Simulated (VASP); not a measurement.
A run of VASP 6.6.1 is set up as follows.

Contents of INCAR:

```
SYSTEM = Fe
  PREC = Accurate
  ENCUT = 520
  EDIFF = 1E-8
  ISMEAR = -1
  SIGMA = 0.08
  LREAL = .False.
  LASPH = .True.
  NELM = 80
  ALGO = Normal
  ISIF = 2
  LWAVE = .False.
  LCHARG = .False.
  GGA = PE
  LEFG = .True.
  NBANDS = 15
```

File KPOINTS:

```
regular mesh
0
Gamma
  17 17 10
  0 0 0
```

Contents of POSCAR:

```
Fe
1.0
    2.3848896599      0.0000000000      0.0000000000
   -1.1924448299      2.0653750307      0.0000000000
    0.0000000000      0.0000000000      3.7641728074
Fe
2
Direct
    0.3333333333      0.6666666667      0.2500000000
    0.6666666667      0.3333333333      0.7500000000
```

Potentials or basis: VASP PAW PBE potentials, release 64 (Fe).

Run with:

```console
$ cat potpaw_PBE.64/Fe/POTCAR > POTCAR
$ mpirun -np 1 vasp_std > vasp.out
```

Problem. Estimate the pressure.

Solution. 33.6 GPa.

Problem. What does it give for the band gap on the k mesh?

Solution. Zero (band 8 reaches 9.00 eV, above the bottom of band 9 at 6.91 eV).

Electric field gradients, principal values (V/Å²):
```csv
atom,least,middle,greatest (by size)
1 Fe,4.371,4.373,-8.744
2 Fe,4.371,4.373,-8.744
```

Caveat: without QUAD_EFG the Cq values of the log hold for a quadrupole moment of 1 mb, not for the nuclei; the run has no spin polarisation, though such a crystal can be magnetic. Spin polarisation is off, so any magnetic state and its effect on volume and gap are missing.
